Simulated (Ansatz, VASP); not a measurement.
## ZnS in VASP and in Ansatz

```
CELL_PARAMETERS angstrom
3.84672 0.00000 0.00000
-1.92336 3.33136 0.00000
0.00000 0.00000 12.59023
ATOMIC_POSITIONS crystal
Zn 0.00000 0.00000 0.99303
Zn 0.00000 0.00000 0.50707
Zn 0.33333 0.66667 0.24519
Zn 0.66667 0.33333 0.75486
S 0.00000 0.00000 0.21112
S 0.00000 0.00000 0.66346
S 0.33333 0.66667 0.43763
S 0.66667 0.33333 0.93764
```

Change from the starting cell: mode 23 (322.4 1/cm) frozen in, largest displacement -0.300 Å.

Alike in both runs: task single point; functional PBE; k mesh 12 × 12 × 2; occupations gaussian, width 0.05 eV; no spin polarisation.

```csv
,VASP,Ansatz
version,VASP 6.6.1,Ansatz 0.2.0
potentials or method,"VASP PAW PBE potentials, release 64 (Zn, S), cutoff 520 eV","scalar-relativistic, plane waves, PAW"
valence electrons in the cell,72,72
```

VASP gave:

* gap on the k mesh at the Fermi level (eV): 0.85
* least direct gap on the mesh (eV): 0.85
* pressure (GPa): 2.9
* traceless stress, the component that is largest in VASP (GPa): 4.05
* rms of the force components (eV/Å): 1.841

**Question.** Which values does Ansatz return?

**Answer.** gap on the k mesh at the Fermi level (eV): 0.87; least direct gap on the mesh (eV): 0.87; pressure (GPa): 2.8; traceless stress, the component that is largest in VASP (GPa): 4.04; rms of the force components (eV/Å): 1.827.

Atom by atom the forces differ by 0.014 eV/Å (rms over components).
